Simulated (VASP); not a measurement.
# Ti (P6_3/mmc) in VASP: single point with PBE

Aim: the single point of Ti with PBE.

All numbers are computed with VASP 6.6.1; they aren't measurements. Logs are shortened: lines on timing, memory, paths and dates and some standing lists are left out, and cuts for length are marked.

### Step 1. The cell of the first run

It takes space group P6_3/mmc (No. 194, hexagonal). Conventional cell: a = 2.940 Å, b = 2.940 Å, c = 4.648 Å, α = 90.00°, β = 90.00°, γ = 120.00°. Ti (site symmetry -6m2) has 12 Ti at 2.88 to 2.94 Å within 3.8 Å.

### Step 2. Single point, PBE

Contents of INCAR:

```
SYSTEM = Ti
PREC = Accurate
ENCUT = 520
EDIFF = 1E-6
ISMEAR = -1
SIGMA = 0.05
LREAL = .FALSE.
LASPH = .TRUE.
NELM = 100
ALGO = Normal
ISIF = 2
LWAVE = .FALSE.
LCHARG = .TRUE.
GGA = PE
LELF = .TRUE.
LVHAR = .TRUE.
NBANDS = 19
```

Contents of KPOINTS:

```
regular mesh
0
G
  13 13 7
  0 0 0
```

Contents of POSCAR:

```
Ti
1.0
    1.4699736197     -2.5460689951      0.0000000000
    1.4699736197      2.5460689951      0.0000000000
    0.0000000000      0.0000000000      4.6478695182
Ti
2
Direct
    0.6666666670      0.3333333330      0.2500000000
    0.3333333330      0.6666666670      0.7500000000
```

Potentials or basis: VASP PAW PBE potentials, release 64 (Ti_sv).

Started as:

```bash
> cat potpaw_PBE.64/Ti_sv/POTCAR > POTCAR
> mpirun -np 1 vasp_std > vasp.out
```

OUTCAR:

```text
SYSTEM = Ti
   PREC = Accurate
   ENCUT = 520
   EDIFF = 1E-6
   ISMEAR = -1
   LREAL = .FALSE.
   LASPH = .TRUE.
   NELM = 100
   ISIF = 2
   GGA = PE

 ion  position               nearest neighbor table
   1  0.667  0.333  0.250-   2 2.88   2 2.88   2 2.88   2 2.88   2 2.88   2 2.88
   2  0.333  0.667  0.750-   1 2.88   1 2.88   1 2.88   1 2.88   1 2.88   1 2.88

  LATTYP: Found a hexagonal cell.
 ALAT       =     2.9399472394
 C/A-ratio  =     1.5809363705

  Lattice vectors:

 A1 = (   1.4699736197,  -2.5460689951,   0.0000000000)
 A2 = (   1.4699736197,   2.5460689951,   0.0000000000)
 A3 = (   0.0000000000,   0.0000000000,   4.6478695182)

Analysis of symmetry for initial positions (statically):
=====================================================================
 Subroutine PRICEL returns:
 Original cell was already a primitive cell.

 Routine SETGRP: Setting up the symmetry group for a
 hexagonal supercell.

 Subroutine GETGRP returns: Found 24 space group operations
 (whereof 12 operations were pure point group operations)
 out of a pool of 24 trial point group operations.

The static configuration has the point symmetry D_3d.
 The point group associated with its full space group is D_6h.

Analysis of symmetry for dynamics (positions and initial velocities):
=====================================================================
 Subroutine PRICEL returns:
 Original cell was already a primitive cell.

 Routine SETGRP: Setting up the symmetry group for a
 hexagonal supercell.

 Subroutine GETGRP returns: Found 24 space group operations
 (whereof 12 operations were pure point group operations)
 out of a pool of 24 trial point group operations.

The dynamic configuration has the point symmetry D_3d.
 The point group associated with its full space group is D_6h.

 Subroutine INISYM returns: Found 24 space group operations
 (whereof 12 operations are pure point group operations),
 and found     1 'primitive' translations

----------------------------------------------------------------------------------------

                                     Primitive cell

  volume of cell :      34.7907

  direct lattice vectors                    reciprocal lattice vectors
     1.469973620 -2.546068995  0.000000000     0.340142159 -0.196381167  0.000000000
     1.469973620  2.546068995  0.000000000     0.340142159  0.196381167  0.000000000
     0.000000000  0.000000000  4.647869518     0.000000000  0.000000000  0.215152339

[... 81 lines left out ...]
   ENCUT  =  520.0 eV  38.22 Ry    6.18 a.u.   5.47  5.47  8.64*2*pi/ulx,y,z
   NELM   =    100;   NELMIN=  2; NELMDL= -5     # of ELM steps
   EDIFF  = 0.1E-05   stopping-criterion for ELM
   LREAL  =      F    real-space projection
   EDIFFG = 0.1E-04   stopping-criterion for IOM
   NSW    =      0    number of steps for IOM
   IBRION =     -1    ionic relax: 0-MD 1-quasi-New 2-CG
   NFREE  =      0    steps in history (QN), initial steepest desc. (CG)
   ISIF   =      2    stress and relaxation
   ISYM   =      2    0-nonsym 1-usesym 2-fastsym
   POTIM  = 0.5000    time-step for ionic-motion
   TEBEG  =    0.0;   TEEND  =   0.0 temperature during run
   PSTRESS=    0.0 pullay stress
   NELECT =      24.0000    total number of electrons
   NUPDOWN=      -1.0000    fix difference up-down
   EMIN   =  10.00;   EMAX   =-10.00  energy-range for DOS
   EFERMI =   0.00;   METHOD = LEGACY
   ISMEAR =    -1;   SIGMA  =   0.05  broadening in eV -4-tet -1-fermi 0-gaus
   EFERMI_NEDOS =   21; number of points for ismear=-14 and -15
   IALGO  =     38    algorithm
   IMIX   =      4    mixing-type and parameters
     AMIX     =   0.40;   BMIX     =  1.00
     AMIX_MAG =   1.60;   BMIX_MAG =  1.00
  volume/ion in A,a.u.               =      17.40       117.39
  Fermi-wavevector in a.u.,A,eV,Ry     =   1.446519  2.733524 28.469050  2.092416
  Thomas-Fermi vector in A             =   2.564578
   LORBIT       =      0    0 simple, 1 ext, 2 COOP (PROOUT), +10 PAW based schemes
   GGA     = PE    functional components
   LHFCALC =     F    Hartree Fock is set to
   AEXX    =    0.0000 exact exchange contribution
   IVDW    =     0    specifies the selected vdW correction
   LEPSILON=     F    determine dielectric tensor
   LRPA    =     F    only Hartree local field effects (RPA)
 non-spin polarized calculation
  energy-cutoff  :      520.00
  volume of cell :       34.79
 maximum number of plane-waves:       965
 NGX is ok and might be reduce to    24
   NGX = 11   NGY = 11   NGZ = 17

 number of electron      24.0000002 magnetization

 Free energy of the ion-electron system (eV)
  ---------------------------------------------------
  ext. energy  EPLUGINS =         0.00000000
  ---------------------------------------------------
  free energy    TOTEN  =       -15.67990017 eV

  energy without entropy =      -15.66180300  energy(sigma->0) =      -15.67085158

 E-fermi :   8.3266     XC(G=0): -11.4901

 val. band max:        8.3212630680   @ k =   0.0000   0.0000   0.4286
 cond. band min:       8.3295391441   @ k =   0.0769   0.0769   0.4286
 fundamental gap:      0.0082760761
 Fermi energy:         8.3265507096

 k-point     1 :       0.0000    0.0000    0.0000
  band No.  band energies     occupation
      1     -48.5446      2.00000
      2     -48.4078      2.00000
      3     -25.1319      2.00000
      4     -24.4919      2.00000
      5     -24.4919      2.00000
      6     -24.4251      2.00000
[... 505 lines left out ...]
      6     -24.5186      2.00000
[... 11 lines left out ...]
     18      10.1043      0.00000
     19      11.5997      0.00000

 [... further k-points ...]

------------------------ aborting loop because EDIFF is reached ----------------------------------------

  FORCE on cell =-STRESS in cart. coord.  units (eV):
  Direction    XX          YY          ZZ          XY          YZ          ZX
  --------------------------------------------------------------------------------------
  -------------------------------------------------------------------------------------
  Total       -0.0631397     -0.0631397     -0.0246404      0.0000000      0.0000000      0.0000000
  in kB       -2.9077007     -2.9077007     -1.1347350      0.0000000      0.0000000      0.0000000
  external PRESSURE =      -2.3167121 kB  Pullay stress =       0.0000000 kB

 VOLUME and BASIS-vectors are now :
 -----------------------------------------------------------------------------
  energy-cutoff  :      520.00
  volume of cell :       34.79
      direct lattice vectors                 reciprocal lattice vectors
     1.469973620 -2.546068995  0.000000000     0.340142159 -0.196381167  0.000000000
     1.469973620  2.546068995  0.000000000     0.340142159  0.196381167  0.000000000
     0.000000000  0.000000000  4.647869518     0.000000000  0.000000000  0.215152339

 POSITION                                       TOTAL-FORCE (eV/Angst)
 -----------------------------------------------------------------------------------
      1.46997     -0.84869      1.16197        -0.000000      0.000000      0.000000
      1.46997      0.84869      3.48590         0.000000      0.000000      0.000000
 -----------------------------------------------------------------------------------
    total drift:                                0.000000      0.000001     -0.000000

  FREE ENERGIE OF THE ION-ELECTRON SYSTEM (eV)
  ---------------------------------------------------
  free  energy   TOTEN  =       -15.6799001708 eV

  energy  without entropy=      -15.6618029978  energy(sigma->0) =      -15.67085158
```

OSZICAR:

```text
N       E                     dE             d eps       ncg     rms          rms(c)
DAV:   1     0.262358516526E+03    0.26236E+03   -0.13032E+04  3192   0.158E+03
DAV:   2     0.125755262433E+02   -0.24978E+03   -0.24567E+03  3284   0.441E+02
DAV:   3    -0.164974767860E+02   -0.29073E+02   -0.28739E+02  6037   0.124E+02
DAV:   4    -0.177062070133E+02   -0.12087E+01   -0.12075E+01  3682   0.263E+01
DAV:   5    -0.177660498604E+02   -0.59843E-01   -0.59837E-01  4775   0.411E+00    0.118E+01
DAV:   6    -0.156772830036E+02    0.20888E+01   -0.76215E+00  3712   0.276E+01    0.296E+00
DAV:   7    -0.156610484431E+02    0.16235E-01   -0.69761E-01  4805   0.610E+00    0.206E+00
DAV:   8    -0.156871231942E+02   -0.26075E-01   -0.19761E-01  3466   0.509E+00    0.690E-01
DAV:   9    -0.156794846584E+02    0.76385E-02   -0.42935E-02  3614   0.211E+00    0.702E-02
DAV:  10    -0.156798773960E+02   -0.39274E-03   -0.31137E-03  4602   0.332E-01    0.777E-02
DAV:  11    -0.156799113840E+02   -0.33988E-04   -0.10490E-04  3964   0.725E-02    0.382E-02
DAV:  12    -0.156798998324E+02    0.11552E-04   -0.35072E-05  3481   0.520E-02    0.307E-03
DAV:  13    -0.156799001708E+02   -0.33839E-06   -0.10923E-06  2403   0.887E-03
   1 F= -.15679900E+02 E0= -.15670852E+02  d E =-.180972E-01
```

stdout:

```text
POSCAR found type information on POSCAR Ti
 POSCAR found :  1 types and       2 ions
 scaLAPACK will be used
 LDA part: xc-table for (Slater+PW92), standard interpolation
 POSCAR, INCAR and KPOINTS ok, starting setup
 FFT: planning ... GRIDC
 FFT: planning ... GRID_SOFT
 FFT: planning ... GRID
 WAVECAR not read
 entering main loop
```

Run time: 36 s. Hardware: 1 thread of Intel Xeon Platinum 8488C (Sapphire Rapids), shared host; peak memory 0.18 GiB.

Results:

* Free energy: -15.6799 eV
* Pressure: -0.2 GPa
* Band gap on the k mesh: zero (bands 12 and 13 overlap by 1.10 eV)

Stress tensor (GPa, compression positive):
```
-0.29  0.00  0.00
 0.00 -0.29  0.00
 0.00  0.00 -0.11
```

Levels at points of the mesh, in eV from the Fermi level:
| k point | band 9 | band 10 | band 11 | band 12 | band 13 | band 14 | band 15 | band 16 |
| --- | --- | --- | --- | --- | --- | --- | --- | --- |
| (0.00, 0.00, 0.00) | -6.21 | -2.69 | 0.76 | 0.76 | 0.78 | 0.89 | 1.26 | 1.26 |
